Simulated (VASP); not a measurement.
# Pb (P6_3/mmc) in VASP: a series of runs

The runs below take Pb through single point, relaxation of cell and atoms, with PBE.

Program: VASP 6.6.1. These are calculated values, not measurements. Logs are shortened: lines on timing, memory, paths and dates and some standing lists are left out, and cuts for length are marked.

**1. The cell of the first run**

The structure is hexagonal, space group P6_3/mmc (No. 194). The conventional cell has a = 3.329 Å, b = 3.329 Å, c = 5.564 Å, α = 90.00°, β = 90.00°, γ = 120.00°. Within 4.4 Å of Pb (site symmetry -6m2) lie 12 Pb at 3.33 to 3.38 Å.

This isn't the form of Pb at room conditions, which is fcc.

**2. Single point, PBE (26.70 Å³/atom)**

File INCAR:

```
SYSTEM = Pb
PREC = Accurate ; ENCUT = 520
EDIFF = 1E-7 ; ISMEAR = 0
SIGMA = 0.05 ; LREAL = .FALSE.
LASPH = .TRUE. ; NELM = 100
ALGO = Fast ; ISIF = 2
LWAVE = .FALSE. ; LCHARG = .FALSE.
GGA = PE ; NBANDS = 21
```

File KPOINTS:

```
regular mesh
0
G
  16 16 8
  0 0 0
```

File POSCAR:

```
Pb
1.0
    3.3290664463      0.0000000000      0.0000000000
   -1.6645332232      2.8830561134      0.0000000000
    0.0000000000      0.0000000000      5.5638732828
Pb
2
Direct
    0.3333333333      0.6666666667      0.2500000000
    0.6666666667      0.3333333333      0.7500000000
```

Potentials or basis: VASP PAW PBE potentials, release 64 (Pb_d).

Started as:

```console
> cat potpaw_PBE.64/Pb_d/POTCAR > POTCAR
> mpirun -np 1 vasp_std > vasp.out
```

OUTCAR:

```text
SYSTEM = Pb
   PREC = Accurate
   ENCUT = 520
   EDIFF = 1E-7
   ISMEAR = 0
   LREAL = .FALSE.
   LASPH = .TRUE.
   NELM = 100
   ISIF = 2
   GGA = PE

 ion  position               nearest neighbor table
   1  0.333  0.667  0.250-   2 3.38   2 3.38   2 3.38   2 3.38   2 3.38   2 3.38
   2  0.667  0.333  0.750-   1 3.38   1 3.38   1 3.38   1 3.38   1 3.38   1 3.38

  LATTYP: Found a hexagonal cell.
 ALAT       =     3.3290664463
 C/A-ratio  =     1.6713013611

  Lattice vectors:

 A1 = (   3.3290664463,   0.0000000000,   0.0000000000)
 A2 = (  -1.6645332232,   2.8830561134,   0.0000000000)
 A3 = (   0.0000000000,   0.0000000000,   5.5638732828)

Analysis of symmetry for initial positions (statically):
=====================================================================
 Subroutine PRICEL returns:
 Original cell was already a primitive cell.

 Routine SETGRP: Setting up the symmetry group for a
 hexagonal supercell.

 Subroutine GETGRP returns: Found 24 space group operations
 (whereof 12 operations were pure point group operations)
 out of a pool of 24 trial point group operations.

The static configuration has the point symmetry D_3d.
 The point group associated with its full space group is D_6h.

Analysis of symmetry for dynamics (positions and initial velocities):
=====================================================================
 Subroutine PRICEL returns:
 Original cell was already a primitive cell.

 Routine SETGRP: Setting up the symmetry group for a
 hexagonal supercell.

 Subroutine GETGRP returns: Found 24 space group operations
 (whereof 12 operations were pure point group operations)
 out of a pool of 24 trial point group operations.

The dynamic configuration has the point symmetry D_3d.
 The point group associated with its full space group is D_6h.

 Subroutine INISYM returns: Found 24 space group operations
 (whereof 12 operations are pure point group operations),
 and found     1 'primitive' translations

----------------------------------------------------------------------------------------

                                     Primitive cell

  volume of cell :      53.4014

  direct lattice vectors                    reciprocal lattice vectors
     3.329066446  0.000000000  0.000000000     0.300384512  0.173427079  0.000000000
    -1.664533223  2.883056113  0.000000000     0.000000000  0.346854158  0.000000000
     0.000000000  0.000000000  5.563873283     0.000000000  0.000000000  0.179730909

  length of vectors
     3.329066446  3.329066446  5.563873283     0.346854158  0.346854158  0.179730909

  position of ions in fractional coordinates (direct lattice)
     0.333333333  0.666666667  0.250000000
     0.666666667  0.333333333  0.750000000

  ion indices of the primitive-cell ions
   primitive index   ion index
                 1           1
                 2           2

----------------------------------------------------------------------------------------

 KPOINTS: regular mesh

Automatic generation of k-mesh.
 Grid dimensions read from file:
 generate k-points for:   16   16    8

 Generating k-lattice:

  Cartesian coordinates                     Fractional coordinates (reciprocal lattice)
     0.018774032  0.010839192  0.000000000     0.062500000  0.000000000  0.000000000
     0.000000000  0.021678385  0.000000000     0.000000000  0.062500000  0.000000000
     0.000000000  0.000000000  0.022466364     0.000000000  0.000000000  0.125000000

  Length of vectors
     0.021678385  0.021678385  0.022466364

  Shift w.r.t. Gamma in fractional coordinates (k-lattice)
     0.000000000  0.000000000  0.000000000

 Subroutine IBZKPT returns following result:
 ===========================================

 Found    150 irreducible k-points:

 Following reciprocal coordinates:
            Coordinates               Weight
  0.000000  0.000000  0.000000      1.000000
  0.062500  0.000000  0.000000      6.000000
  0.125000  0.000000  0.000000      6.000000
  0.187500 -0.000000  0.000000      6.000000
  0.250000  0.000000  0.000000      6.000000
  0.312500  0.000000  0.000000      6.000000
[... 16 lines left out ...]
  0.187500  0.187500  0.000000      6.000000
  0.250000  0.187500  0.000000     12.000000
 [... further k-points ...]
   k-points           NKPTS =    150   k-points in BZ     NKDIM =    150   number of bands    NBANDS=     21
   number of dos      NEDOS =    301   number of ions     NIONS =      2
   total plane-waves  NPLWV =  32928
   dimension x,y,z NGX =    28 NGY =   28 NGZ =   42
   dimension x,y,z NGXF=    56 NGYF=   56 NGZF=   84
   ions per type =               2
   NGX,Y,Z   is equivalent  to a cutoff of  13.98, 13.98, 12.55 a.u.
   NGXF,Y,Z  is equivalent  to a cutoff of  27.97, 27.97, 25.10 a.u.
 SYSTEM =  Pb
   PREC   = accura    normal or accurate (medium, high low for compatibility)
   ISTART =      0    job   : 0-new  1-cont  2-samecut
   ICHARG =      2    charge: 1-file 2-atom 10-const
   ISPIN  =      1    spin polarized calculation?
   LNONCOLLINEAR =      F non collinear calculations
   LSORBIT =      F    spin-orbit coupling
   LASPH  =      T    aspherical Exc in radial PAW
   ENCUT  =  520.0 eV  38.22 Ry    6.18 a.u.   6.19  6.19 10.35*2*pi/ulx,y,z
   NELM   =    100;   NELMIN=  2; NELMDL= -5     # of ELM steps
   EDIFF  = 0.1E-06   stopping-criterion for ELM
   LREAL  =      F    real-space projection
   EDIFFG = 0.1E-05   stopping-criterion for IOM
   NSW    =      0    number of steps for IOM
   IBRION =     -1    ionic relax: 0-MD 1-quasi-New 2-CG
   NFREE  =      0    steps in history (QN), initial steepest desc. (CG)
   ISIF   =      2    stress and relaxation
   ISYM   =      2    0-nonsym 1-usesym 2-fastsym
   POTIM  = 0.5000    time-step for ionic-motion
   TEBEG  =    0.0;   TEEND  =   0.0 temperature during run
   PSTRESS=    0.0 pullay stress
   NELECT =      28.0000    total number of electrons
   NUPDOWN=      -1.0000    fix difference up-down
   EMIN   =  10.00;   EMAX   =-10.00  energy-range for DOS
   EFERMI =   0.00;   METHOD = LEGACY
   ISMEAR =     0;   SIGMA  =   0.05  broadening in eV -4-tet -1-fermi 0-gaus
   EFERMI_NEDOS =   21; number of points for ismear=-14 and -15
   IALGO  =     68    algorithm
   IMIX   =      4    mixing-type and parameters
     AMIX     =   0.40;   BMIX     =  1.00
     AMIX_MAG =   1.60;   BMIX_MAG =  1.00
  volume/ion in A,a.u.               =      26.70       180.19
  Fermi-wavevector in a.u.,A,eV,Ry     =   1.320109  2.494645 23.710720  1.742689
  Thomas-Fermi vector in A             =   2.449959
   LORBIT       =      0    0 simple, 1 ext, 2 COOP (PROOUT), +10 PAW based schemes
   GGA     = PE    functional components
   LHFCALC =     F    Hartree Fock is set to
   AEXX    =    0.0000 exact exchange contribution
   IVDW    =     0    specifies the selected vdW correction
   LEPSILON=     F    determine dielectric tensor
   LRPA    =     F    only Hartree local field effects (RPA)
 non-spin polarized calculation
 RMM-DIIS sequential band-by-band and
 Gauss-broadening in eV      SIGMA  =   0.05
  energy-cutoff  :      520.00
  volume of cell :       53.40
 maximum number of plane-waves:      1472
 NGX is ok and might be reduce to    28
   NGX = 13   NGY = 13   NGZ = 21

 number of electron      28.0000001 magnetization

 Free energy of the ion-electron system (eV)
  ---------------------------------------------------
  ext. energy  EPLUGINS =         0.00000000
  ---------------------------------------------------
  free energy    TOTEN  =        -6.81170849 eV

  energy without entropy =       -6.81032765  energy(sigma->0) =       -6.81101807

 E-fermi :   8.7475     XC(G=0): -10.8137

 val. band max:        8.7462583699   @ k =   0.2500   0.0625   0.2500
 cond. band min:       8.7498299437   @ k =   0.5000   0.0000   0.1250
 fundamental gap:      0.0035715737
 Fermi energy:         8.7474981373

 k-point     1 :       0.0000    0.0000    0.0000
  band No.  band energies     occupation
      1      -8.4807      2.00000
      2      -8.4250      2.00000
      3      -8.3878      2.00000
      4      -8.3878      2.00000
      5      -8.3583      2.00000
      6      -8.3583      2.00000
[... 13 lines left out ...]
     20      18.5218      0.00000
     21      20.8371      0.00000

 k-point     2 :       0.0625    0.0000    0.0000
  band No.  band energies     occupation
      1      -8.4734      2.00000
      2      -8.4269      2.00000
      3      -8.3804      2.00000
      4      -8.3737      2.00000
      5      -8.3576      2.00000
      6      -8.3447      2.00000
[... 13 lines left out ...]
     20      18.9936      0.00000
     21      20.3309      0.00000

 k-point     3 :       0.1250    0.0000    0.0000
  band No.  band energies     occupation
      1      -8.4741      2.00000
      2      -8.4175      2.00000
      3      -8.3720      2.00000
      4      -8.3368      2.00000
      5      -8.3332      2.00000
      6      -8.3057      2.00000
[... 13 lines left out ...]
     20      19.3627      0.00000
     21      19.6972      0.00000

 k-point     4 :       0.1875   -0.0000    0.0000
  band No.  band energies     occupation
      1      -8.5032      2.00000
      2      -8.3932      2.00000
      3      -8.3682      2.00000
      4      -8.3138      2.00000
      5      -8.2891      2.00000
      6      -8.2814      2.00000
[... 13 lines left out ...]
     20      18.8017      0.00000
     21      19.7733      0.00000

 k-point     5 :       0.2500    0.0000    0.0000
  band No.  band energies     occupation
      1      -8.5416      2.00000
      2      -8.4079      2.00000
      3      -8.3587      2.00000
      4      -8.3240      2.00000
      5      -8.3117      2.00000
      6      -8.2124      2.00000
[... 13 lines left out ...]
     20      18.5565      0.00000
     21      19.5896      0.00000
[... 382 lines left out ...]
     20      17.7163      0.00000
     21      22.0511      0.00000

 k-point    22 :       0.4375    0.1250    0.0000
  band No.  band energies     occupation
      1      -8.5770      2.00000
      2      -8.4958      2.00000
      3      -8.4125      2.00000
      4      -8.3574      2.00000
      5      -8.2513      2.00000
      6      -8.2111      2.00000
[... 13 lines left out ...]
     20      17.6648      0.00000
     21      22.1942      0.00000

 k-point    23 :       0.1875    0.1875    0.0000
  band No.  band energies     occupation
      1      -8.4556      2.00000
      2      -8.4425      2.00000
      3      -8.4095      2.00000
      4      -8.3472      2.00000
      5      -8.2852      2.00000
      6      -8.2436      2.00000
[... 13 lines left out ...]
     20      19.6572      0.00000
     21      20.3343      0.00000

 k-point    24 :       0.2500    0.1875    0.0000
  band No.  band energies     occupation
      1      -8.4752      2.00000
      2      -8.4515      2.00000
      3      -8.4044      2.00000
      4      -8.3530      2.00000
      5      -8.2672      2.00000
      6      -8.2136      2.00000
[... 13 lines left out ...]
     20      19.7099      0.00000
     21      21.0832      0.00000

 [... further k-points ...]
[... 5 lines left out ...]
  --------------------------------------------------------------------------------------
  -------------------------------------------------------------------------------------
  Total        3.5143134      3.5143134      3.5133708     -0.0000000     -0.0000000     -0.0000000
  in kB      105.4382736    105.4382736    105.4099910     -0.0000000     -0.0000000     -0.0000000
  external PRESSURE =     105.4288461 kB  Pullay stress =       0.0000000 kB

 VOLUME and BASIS-vectors are now :
 -----------------------------------------------------------------------------
  energy-cutoff  :      520.00
  volume of cell :       53.40
      direct lattice vectors                 reciprocal lattice vectors
     3.329066446  0.000000000  0.000000000     0.300384512  0.173427079  0.000000000
    -1.664533223  2.883056113  0.000000000     0.000000000  0.346854158  0.000000000
     0.000000000  0.000000000  5.563873283     0.000000000  0.000000000  0.179730909

 POSITION                                       TOTAL-FORCE (eV/Angst)
 -----------------------------------------------------------------------------------
     -0.00000      1.92204      1.39097         0.000000      0.000000      0.000000
      1.66453      0.96102      4.17290        -0.000000     -0.000000      0.000000
 -----------------------------------------------------------------------------------
    total drift:                               -0.000000      0.000000      0.000000

  FREE ENERGIE OF THE ION-ELECTRON SYSTEM (eV)
  ---------------------------------------------------
  free  energy   TOTEN  =        -6.8117084889 eV

  energy  without entropy=       -6.8103276549  energy(sigma->0) =       -6.81101807
```

It took 1.7 min on 1 thread of Intel Xeon 6975P-C (Granite Rapids), shared host; peak memory 0.26 GiB.

What came out:

```
Free energy            : -6.8117 eV
Pressure               : 10.5 GPa
Band gap on the k mesh : zero (bands 14 and 15 overlap by 8.69 eV)
```

Levels at points of the mesh, in eV from the Fermi level:
| k point | band 12 | band 13 | band 14 | band 15 | band 16 | band 17 |
| --- | --- | --- | --- | --- | --- | --- |
| (0.00, 0.00, 0.00) | -8.44 | -4.87 | 6.67 | 6.67 | 8.10 | 8.66 |
| (0.50, 0.00, 0.00) | -7.14 | -3.16 | -1.82 | -0.60 | 1.84 | 2.44 |
| (0.00, 0.00, 0.50) | -11.31 | 0.71 | 0.71 | 7.60 | 7.60 | 7.60 |
| (0.50, 0.00, 0.50) | -7.46 | -4.22 | -4.22 | 3.90 | 3.90 | 3.96 |

Caveat: the cell stands under pressure; spin-orbit coupling is left out, which moves the levels of the heavy elements.

**3. Single point, PBE (27.97 Å³/atom)**

This run uses another cell than the first one, of 27.97 Å³/atom.

File INCAR:

```
SYSTEM = Pb
  PREC = Accurate
  ENCUT = 520
  EDIFF = 1E-6
  ISMEAR = 0
  SIGMA = 0.05
  LREAL = .False.
  LASPH = .True.
  NELM = 100
  ALGO = Fast
  ISIF = 2
  LWAVE = .False.
  LCHARG = .False.
  GGA = PE
  NBANDS = 21
```

File KPOINTS:

```
regular mesh
0
Gamma
  16 16 8
  0 0 0
```

File POSCAR:

```
Pb
1.0
    3.3810915127      0.0000000000      0.0000000000
   -1.6905457564      2.9281111425      0.0000000000
    0.0000000000      0.0000000000      5.6508228470
Pb
2
Direct
    0.3333333333      0.6666666667      0.2500000000
    0.6666666667      0.3333333333      0.7500000000
```

Potentials or basis: VASP PAW PBE potentials, release 64 (Pb_d).

Started as:

```console
> cat potpaw_PBE.64/Pb_d/POTCAR > POTCAR
> mpirun -np 1 vasp_std > vasp.out
```

Run time: 95 s. Hardware: 1 thread of Intel Xeon 6975P-C (Granite Rapids), shared host; peak memory 0.27 GiB.

It converged, with:

```yaml
Free_energy: -6.9500 eV
Pressure: 6.8 GPa
Band_gap_on_the_k_mesh: zero (bands 14 and 15 overlap by 8.28 eV)
```

Levels at points of the mesh, in eV from the Fermi level:
```
           k point  band 12  band 13  band 14  band 15  band 16  band 17
(0.00, 0.00, 0.00)    -8.39    -4.63     6.36     6.36     7.75     8.24
(0.50, 0.00, 0.00)    -7.10    -3.12    -1.76    -0.54     1.80     2.37
(0.00, 0.00, 0.50)   -11.03     0.63     0.63     7.25     7.25     7.25
(0.50, 0.00, 0.50)    -7.47    -4.01    -4.01     3.71     3.71     3.80
```

Caveat: the cell stands under pressure; spin-orbit coupling is left out, which moves the levels of the heavy elements.

(Continued in part 2 of 2.)

The gap in the log of VASP goes by the Fermi energy; the results here count the filled bands.